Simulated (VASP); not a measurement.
# KCl (R-3m) in VASP: relaxation of the atoms with PBEsol

Aim: the relaxation of the atoms of KCl with PBEsol.

All numbers are computed with VASP 6.6.1; they aren't measurements. Logs are shortened: lines on timing, memory, paths and dates and some standing lists are left out, and cuts for length are marked.

## 1. The cell of the first run

The structure is trigonal, space group R-3m (No. 166). The conventional cell has a = 4.403 Å, b = 4.403 Å, c = 10.866 Å, α = 90.00°, β = 90.00°, γ = 120.00°. Within 4.1 Å of K (site symmetry -3m) lie 6 Cl at 3.12 Å. Within 4.1 Å of Cl (site symmetry -3m) lie 6 K at 3.12 Å.

## 2. Relaxation of the atoms, PBEsol (equal xy, yz and zx engineering shears of +0.5 %)

INCAR reads:

```
SYSTEM = KCl
  PREC = Accurate
  ENCUT = 520
  EDIFF = 1E-6
  ISMEAR = 0
  SIGMA = 0.01
  LREAL = .FALSE.
  LASPH = .TRUE.
  NELM = 100
  ALGO = Normal
  ISIF = 2
  LWAVE = .FALSE.
  LCHARG = .FALSE.
  GGA = PS
  IBRION = 2
  NSW = 50
  EDIFFG = -0.002
```

KPOINTS reads:

```
regular mesh
0
G
  8 8 8
  0 0 0
```

POSCAR reads:

```
KCl
1.0
    0.0156063903      3.1290812603      3.1290812603
    3.1290812603      0.0156063903      3.1290812603
    3.1290812603      3.1290812603      0.0156063903
K Cl
1 1
Direct
    0.0000000000      0.0000000000      0.0000000000
    0.5000000000      0.5000000000      0.5000000000
```

Potentials or basis: VASP PAW PBE potentials, release 64 (K_sv, Cl).

Started as:

```bash
$ cat potpaw_PBE.64/K_sv/POTCAR potpaw_PBE.64/Cl/POTCAR > POTCAR
$ mpirun -np 1 vasp_std > vasp.out
```

OUTCAR:

```text
SYSTEM = KCl
   PREC = Accurate
   ENCUT = 520
   EDIFF = 1E-6
   ISMEAR = 0
   LREAL = .FALSE.
   LASPH = .TRUE.
   NELM = 100
   ISIF = 2
   GGA = PS
   IBRION = 2
   NSW = 50
   EDIFFG = -0.002

 ion  position               nearest neighbor table
   1  0.000  0.000  0.000-   2 3.12   2 3.12   2 3.12   2 3.12   2 3.12   2 3.12
   2  0.500  0.500  0.500-   1 3.12   1 3.12   1 3.12   1 3.12   1 3.12   1 3.12

  LATTYP: Found a trigonal (rhomboedric) cell.
 ALAT       =     4.4252166757
 COS(alpha) =     0.5049812503

  Lattice vectors:

 A1 = (   0.0156063903,   3.1290812603,   3.1290812603)
 A2 = (   3.1290812603,   0.0156063903,   3.1290812603)
 A3 = (   3.1290812603,   3.1290812603,   0.0156063903)

Analysis of symmetry for initial positions (statically):
=====================================================================
 Subroutine PRICEL returns:
 Original cell was already a primitive cell.

 Routine SETGRP: Setting up the symmetry group for a
 trigonal (rhombohedral) supercell.

 Subroutine GETGRP returns: Found 12 space group operations
 (whereof 12 operations were pure point group operations)
 out of a pool of 12 trial point group operations.

The static configuration has the point symmetry D_3d.

Analysis of symmetry for dynamics (positions and initial velocities):
=====================================================================
 Subroutine PRICEL returns:
 Original cell was already a primitive cell.

 Routine SETGRP: Setting up the symmetry group for a
 trigonal (rhombohedral) supercell.

 Subroutine GETGRP returns: Found 12 space group operations
 (whereof 12 operations were pure point group operations)
 out of a pool of 12 trial point group operations.

The dynamic configuration has the point symmetry D_3d.

 Subroutine INISYM returns: Found 12 space group operations
 (whereof 12 operations are pure point group operations),
 and found     1 'primitive' translations

----------------------------------------------------------------------------------------

                                     Primitive cell

  volume of cell :      60.8162

  direct lattice vectors                    reciprocal lattice vectors
     0.015606390  3.129081260  3.129081260    -0.160991754  0.160192788  0.160192788
     3.129081260  0.015606390  3.129081260     0.160192788 -0.160991754  0.160192788
     3.129081260  3.129081260  0.015606390     0.160192788  0.160192788 -0.160991754

  length of vectors
     4.425216676  4.425216676  4.425216676     0.277924096  0.277924096  0.277924096

  position of ions in fractional coordinates (direct lattice)
     0.000000000  0.000000000  0.000000000
     0.500000000  0.500000000  0.500000000

  ion indices of the primitive-cell ions
   primitive index   ion index
                 1           1
                 2           2

----------------------------------------------------------------------------------------

 KPOINTS: regular mesh

Automatic generation of k-mesh.
 Grid dimensions read from file:
 generate k-points for:    8    8    8

 Generating k-lattice:

  Cartesian coordinates                     Fractional coordinates (reciprocal lattice)
    -0.020123969  0.020024098  0.020024098     0.125000000  0.000000000  0.000000000
     0.020024098 -0.020123969  0.020024098     0.000000000  0.125000000  0.000000000
     0.020024098  0.020024098 -0.020123969     0.000000000  0.000000000  0.125000000

  Length of vectors
     0.034740512  0.034740512  0.034740512

  Shift w.r.t. Gamma in fractional coordinates (k-lattice)
     0.000000000  0.000000000  0.000000000

 Subroutine IBZKPT returns following result:
 ===========================================

 Found     65 irreducible k-points:

 Following reciprocal coordinates:
            Coordinates               Weight
  0.000000  0.000000  0.000000      1.000000
  0.125000  0.000000 -0.000000      6.000000
  0.250000  0.000000 -0.000000      6.000000
  0.375000  0.000000 -0.000000      6.000000
  0.500000  0.000000 -0.000000      3.000000
  0.125000  0.125000  0.000000      6.000000
[... 16 lines left out ...]
  0.250000  0.125000  0.125000      6.000000
  0.375000  0.125000  0.125000      6.000000
 [... further k-points ...]
   k-points           NKPTS =     65   k-points in BZ     NKDIM =     65   number of bands    NBANDS=     12
   number of dos      NEDOS =    301   number of ions     NIONS =      2
   total plane-waves  NPLWV =  46656
   dimension x,y,z NGX =    36 NGY =   36 NGZ =   36
   dimension x,y,z NGXF=    72 NGYF=   72 NGZF=   72
   ions per type =               1   1
   NGX,Y,Z   is equivalent  to a cutoff of  13.52, 13.52, 13.52 a.u.
   NGXF,Y,Z  is equivalent  to a cutoff of  27.05, 27.05, 27.05 a.u.
 SYSTEM =  KCl
   PREC   = accura    normal or accurate (medium, high low for compatibility)
   ISTART =      0    job   : 0-new  1-cont  2-samecut
   ICHARG =      2    charge: 1-file 2-atom 10-const
   ISPIN  =      1    spin polarized calculation?
   LNONCOLLINEAR =      F non collinear calculations
   LSORBIT =      F    spin-orbit coupling
   LASPH  =      T    aspherical Exc in radial PAW
   ENCUT  =  520.0 eV  38.22 Ry    6.18 a.u.   8.23  8.23  8.23*2*pi/ulx,y,z
   NELM   =    100;   NELMIN=  2; NELMDL= -5     # of ELM steps
   EDIFF  = 0.1E-05   stopping-criterion for ELM
   LREAL  =      F    real-space projection
   EDIFFG = -.2E-02   stopping-criterion for IOM
   NSW    =     50    number of steps for IOM
   IBRION =      2    ionic relax: 0-MD 1-quasi-New 2-CG
   NFREE  =      1    steps in history (QN), initial steepest desc. (CG)
   ISIF   =      2    stress and relaxation
   ISYM   =      2    0-nonsym 1-usesym 2-fastsym
   POTIM  = 0.5000    time-step for ionic-motion
   TEBEG  =    0.0;   TEEND  =   0.0 temperature during run
   PSTRESS=    0.0 pullay stress
   NELECT =      16.0000    total number of electrons
   NUPDOWN=      -1.0000    fix difference up-down
   EMIN   =  10.00;   EMAX   =-10.00  energy-range for DOS
   EFERMI =   0.00;   METHOD = LEGACY
   ISMEAR =     0;   SIGMA  =   0.01  broadening in eV -4-tet -1-fermi 0-gaus
   EFERMI_NEDOS =   21; number of points for ismear=-14 and -15
   IALGO  =     38    algorithm
   IMIX   =      4    mixing-type and parameters
     AMIX     =   0.40;   BMIX     =  1.00
     AMIX_MAG =   1.60;   BMIX_MAG =  1.00
  volume/ion in A,a.u.               =      30.41       205.20
  Fermi-wavevector in a.u.,A,eV,Ry     =   1.048999  1.982321 14.971836  1.100399
  Thomas-Fermi vector in A             =   2.183944
   LORBIT       =      0    0 simple, 1 ext, 2 COOP (PROOUT), +10 PAW based schemes
   GGA     = PS    functional components
   LHFCALC =     F    Hartree Fock is set to
   AEXX    =    0.0000 exact exchange contribution
   IVDW    =     0    specifies the selected vdW correction
   LEPSILON=     F    determine dielectric tensor
   LRPA    =     F    only Hartree local field effects (RPA)
 conjugate gradient relaxation of ions
 non-spin polarized calculation
 Gauss-broadening in eV      SIGMA  =   0.01
  energy-cutoff  :      520.00
  volume of cell :       60.82
 maximum number of plane-waves:      1660
 NGX is ok and might be reduce to    36
   NGX = 17   NGY = 17   NGZ = 17

 number of electron      16.0000002 magnetization

 Free energy of the ion-electron system (eV)
  ---------------------------------------------------
  ext. energy  EPLUGINS =         0.00000000
  ---------------------------------------------------
  free energy    TOTEN  =        -7.02307764 eV

  energy without entropy =       -7.02307764  energy(sigma->0) =       -7.02307764

 E-fermi :  -1.7458     XC(G=0):  -7.8252

 val. band max:       -1.8044177502   @ k =   0.0000   0.0000   0.0000
 cond. band min:       3.2903258184   @ k =   0.0000   0.0000   0.0000
 fundamental gap:      5.0947435686
 Fermi energy:        -1.7458102266

 k-point     1 :       0.0000    0.0000    0.0000
  band No.  band energies     occupation
      1     -28.7959      2.00000
      2     -13.9289      2.00000
      3     -12.3230      2.00000
      4     -12.3230      2.00000
      5     -12.3230      2.00000
      6      -1.8190      2.00000
      7      -1.8044      2.00000
      8      -1.8044      2.00000
      9       3.2903      0.00000
     10       6.4508      0.00000
     11       6.5151      0.00000
     12       6.5151      0.00000

 k-point     2 :       0.1250    0.0000   -0.0000
  band No.  band energies     occupation
      1     -28.7940      2.00000
      2     -13.9603      2.00000
      3     -12.3247      2.00000
      4     -12.3244      2.00000
      5     -12.2832      2.00000
      6      -2.0125      2.00000
      7      -1.8732      2.00000
      8      -1.8601      2.00000
      9       3.6801      0.00000
     10       6.3757      0.00000
     11       6.6620      0.00000
     12       6.7184      0.00000

 k-point     3 :       0.2500    0.0000   -0.0000
  band No.  band energies     occupation
      1     -28.7895      2.00000
      2     -14.0306      2.00000
      3     -12.3287      2.00000
      4     -12.3279      2.00000
      5     -12.1922      2.00000
      6      -2.4396      2.00000
      7      -2.0027      2.00000
      8      -1.9890      2.00000
      9       4.5827      0.00000
     10       6.2757      0.00000
     11       7.2392      0.00000
     12       7.2965      0.00000
[... 286 lines left out ...]
 k-point    23 :       0.2500    0.1250    0.1250
  band No.  band energies     occupation
      1     -28.7914      2.00000
      2     -13.9974      2.00000
      3     -12.3423      2.00000
      4     -12.3219      2.00000
      5     -12.2272      2.00000
      6      -2.2749      2.00000
      7      -1.9550      2.00000
      8      -1.9074      2.00000
      9       4.2111      0.00000
     10       6.1402      0.00000
     11       6.9013      0.00000
     12       7.2793      0.00000

 k-point    24 :       0.3750    0.1250    0.1250
  band No.  band energies     occupation
      1     -28.7869      2.00000
      2     -14.0468      2.00000
      3     -12.3568      2.00000
      4     -12.3259      2.00000
      5     -12.1578      2.00000
      6      -2.5964      2.00000
      7      -2.0759      2.00000
      8      -2.0421      2.00000
      9       5.0817      0.00000
     10       6.1601      0.00000
     11       7.4635      0.00000
     12       8.0395      0.00000

 [... further k-points ...]

------------------------ aborting loop because EDIFF is reached ----------------------------------------

  FORCE on cell =-STRESS in cart. coord.  units (eV):
  Direction    XX          YY          ZZ          XY          YZ          ZX
  --------------------------------------------------------------------------------------
  -------------------------------------------------------------------------------------
  Total        0.0221785      0.0221785      0.0221785     -0.0122769     -0.0122769     -0.0122769
  in kB        0.5842844      0.5842844      0.5842844     -0.3234309     -0.3234309     -0.3234309
  external PRESSURE =       0.5842844 kB  Pullay stress =       0.0000000 kB

 VOLUME and BASIS-vectors are now :
 -----------------------------------------------------------------------------
  energy-cutoff  :      520.00
  volume of cell :       60.82
      direct lattice vectors                 reciprocal lattice vectors
     0.015606390  3.129081260  3.129081260    -0.160991754  0.160192788  0.160192788
     3.129081260  0.015606390  3.129081260     0.160192788 -0.160991754  0.160192788
     3.129081260  3.129081260  0.015606390     0.160192788  0.160192788 -0.160991754

 POSITION                                       TOTAL-FORCE (eV/Angst)
 -----------------------------------------------------------------------------------
      0.00000      0.00000      0.00000        -0.000000      0.000000     -0.000000
      3.13688      3.13688      3.13688         0.000000     -0.000000      0.000000
 -----------------------------------------------------------------------------------
    total drift:                                0.000000      0.000000      0.000000

  FREE ENERGIE OF THE ION-ELECTRON SYSTEM (eV)
  ---------------------------------------------------
  free  energy   TOTEN  =        -7.0230776356 eV

  energy  without entropy=       -7.0230776356  energy(sigma->0) =       -7.02307764

 reached required accuracy - stopping structural energy minimisation
```

Wall time 36 s (1 thread of Intel Xeon Platinum 8259CL at 2.50GHz (Skylake/Cascade Lake), shared host); peak memory 0.22 GiB.

What came out:

```
Free energy             : -7.0231 eV
Pressure after relaxing : 0.1 GPa
Band gap on the k mesh  : 5.09 eV
```

Final structure:
```
K Cl
1.0
     0.01561    3.12908    3.12908
     3.12908    0.01561    3.12908
     3.12908    3.12908    0.01561
K Cl
1 1
Direct
  0.00000 0.00000 0.00000
  0.50000 0.50000 0.50000
```

Levels at points of the mesh, in eV from the valence-band top:
```tsv
k point	band 6	band 7	band 8	band 9	band 10	band 11
(0.00, 0.00, 0.00)	-0.01	0.00	0.00	5.09	8.26	8.32
(0.50, 0.00, 0.00)	-1.13	-0.37	-0.36	7.49	8.58	10.53
(0.50, 0.50, 0.00)	-0.70	-0.25	-0.23	6.37	8.33	10.04
(0.50, 0.50, 0.50)	-1.14	-0.35	-0.35	7.49	8.55	10.54
```

Caveat: the cell differs from its parent crystal (equal xy, yz and zx engineering shears of +0.5 %); the relaxation stopped at its first step, so nothing moved; the PAW data sets were made with another functional, which shifts forces and pressure a little.
